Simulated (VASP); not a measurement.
Wanted: the native input for a VASP 6.6.1 run.

| Item | Value |
| --- | --- |
| Task | single point |
| Functional | r2SCAN |
| Potentials or basis | VASP PAW PBE potentials, release 64 (In_d, O) |
| Cutoff | 520 eV |
| k mesh | 9 × 9 × 4 |
| Occupations | gaussian, width 0.01 eV |
| Spin | no spin polarisation |
| Dipole correction | no |
| Further INCAR settings | ALGO = Normal; EDIFF = 1e-06; NBANDS = 30 |

The system is In2O3.

```xyz
5
Lattice="3.4198 0.0000 0.0000 -1.7099 2.9616 0.0000 0.0000 0.0000 6.0964" Properties=species:S:1:pos:R:3 pbc="T T T"
In    0.0000    1.9744    1.4453
In    1.7099    0.9872    4.6511
O     0.0000    0.0000    0.0000
O     0.0000    1.9744    3.9885
O     1.7099    0.9872    2.1079
```

One way to write it, as run:

POSCAR

```
In2O3
1.0
    3.4198089128      0.0000000000      0.0000000000
   -1.7099044564      2.9616413946      0.0000000000
    0.0000000000      0.0000000000      6.0964086790
In O
2 3
Direct
    0.3333333333      0.6666666667      0.2370762018
    0.6666666667      0.3333333333      0.7629237982
    0.0000000000      0.0000000000      0.0000000000
    0.3333333333      0.6666666667      0.6542365645
    0.6666666667      0.3333333333      0.3457634355
```

INCAR.step1

```
PREC = Accurate
ENCUT = 520
ISMEAR = 0
SIGMA = 0.01
LREAL = False
LASPH = True
NELM = 80
NBANDS = 30
GGA = PE
ALGO = Normal
EDIFF = 1E-4
LWAVE = True
LCHARG = False
```

INCAR.step2

```
PREC = Accurate
ENCUT = 520
EDIFF = 1E-6
ISMEAR = 0
SIGMA = 0.01
LREAL = False
LASPH = True
NELM = 80
ALGO = Normal
ISIF = 2
LWAVE = False
LCHARG = False
METAGGA = R2SCAN
LMIXTAU = True
NBANDS = 30
ISTART = 1
```

KPOINTS

```
regular mesh
0
Gamma
  9 9 4
```

Potentials or basis: VASP PAW PBE potentials, release 64 (In_d, O).

Command:

```bash
$ cat potpaw_PBE.64/In_d/POTCAR potpaw_PBE.64/O/POTCAR > POTCAR
$ cp INCAR.step1 INCAR
$ mpirun -np 1 vasp_std > vasp.out
$ cp INCAR.step2 INCAR
$ mpirun -np 1 vasp_std > vasp.out
```

Results of the run:

| Property | Result |
| --- | --- |
| Pressure | 1.0 GPa |
| Largest force | 0.023 eV/Å |
| Band gap on the k mesh | 1.32 eV |

Caveat: the PAW data sets were made with another functional, which shifts forces and pressure a little; spin-orbit coupling is left out, which moves the levels of the heavy elements.

It took 4.8 min on 1 thread of Intel(R) Xeon(R) Platinum 8488C (Sapphire Rapids), on a shared host, peak memory 0.23 GiB.
